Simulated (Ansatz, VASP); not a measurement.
## Two plane-wave programs on Al3Cu

File INCAR:

```
  PREC = Accurate
  ENCUT = 520
  EDIFF = 1E-7
  ISMEAR = 0
  SIGMA = 0.15
  LREAL = False
  LASPH = True
  NELM = 100
  ALGO = Fast
  ISIF = 2
  LWAVE = False
  LCHARG = False
  NBANDS = 30
```

The input KPOINTS:

```
Automatic mesh
0
Gamma
  12 6 6
```

File POSCAR:

```
Al3Cu
1.0
    2.7552449650      0.0000000000      0.0000000000
    0.0000000000      5.5104899299      0.0000000000
    0.0000000000      0.0000000000      7.5301859026
Al Cu
6 2
Direct
    0.0000000000      0.0000000000      0.5000000000
    0.0000000000      0.5000000000      0.5000000000
    0.5000000000      0.2500000000      0.2194415337
    0.5000000000      0.7500000000      0.2194415337
    0.5000000000      0.2500000000      0.7805584663
    0.5000000000      0.7500000000      0.7805584663
    0.0000000000      0.5000000000      0.0000000000
    0.0000000000      0.0000000000      0.0000000000
```

Input for Ansatz:

```yaml
crystal:
  lattice:
    - [2.755244965, 0.0, 0.0]
    - [0.0, 5.5104899299, 0.0]
    - [0.0, 0.0, 7.5301859026]
  atoms:
    - { symbol: Al, position: [0.0, 0.0, 0.5] }
    - { symbol: Al, position: [0.0, 0.5, 0.5] }
    - { symbol: Al, position: [0.5, 0.25, 0.2194415337] }
    - { symbol: Al, position: [0.5, 0.75, 0.2194415337] }
    - { symbol: Al, position: [0.5, 0.25, 0.7805584663] }
    - { symbol: Al, position: [0.5, 0.75, 0.7805584663] }
    - { symbol: Cu, position: [0.0, 0.5, 0.0] }
    - { symbol: Cu, position: [0.0, 0.0, 0.0] }
basis:
  ecutwfc: 420
kpoints:
  mp_grid: { grid: [12, 6, 6] }
hamiltonian:
  xc: lda
scf:
  occupations: { method: gaussian, width: 0.15 }
output:
  forces: true
  stress: true
  eigenvalues: true
  write_density: true
  write_potential: true
  elf: true
  volumetric_format: npy
```

Alike in both runs: task single point; functional LDA; k mesh 12 × 6 × 6; occupations gaussian, width 0.15 eV; no spin polarisation.

|  | VASP | Ansatz |
| --- | --- | --- |
| version | VASP 6.6.1 | Ansatz 0.2.0 |
| potentials or method | VASP PAW LDA potentials, release 64 (Al, Cu), cutoff 520 eV | scalar-relativistic, plane waves, PAW |
| valence electrons in the cell | 40 | 56 |

|  | VASP | Ansatz | Ansatz less VASP |
| --- | --- | --- | --- |
| gap on the k mesh at the Fermi level (eV) | none | none | - |
| pressure (GPa) | 0.4 | 0.1 | -0.28 |
| traceless stress, the component that is largest in VASP (GPa) | -0.41 | -0.43 | -0.012 |
| rms of the force components (eV/Å) | 0.017 | 0.007 | -0.0101 |

LDA's correlation is that of Perdew and Zunger in VASP and of Perdew and Wang (1992) in Ansatz. Atom by atom the forces differ by 0.010 eV/Å (rms over components). A gap of «none» marks a metal or a gap that the smearing closes. VASP's potentials hold 40 valence electrons a cell and Ansatz's 56, so a difference there can come from the potentials and not from the codes.
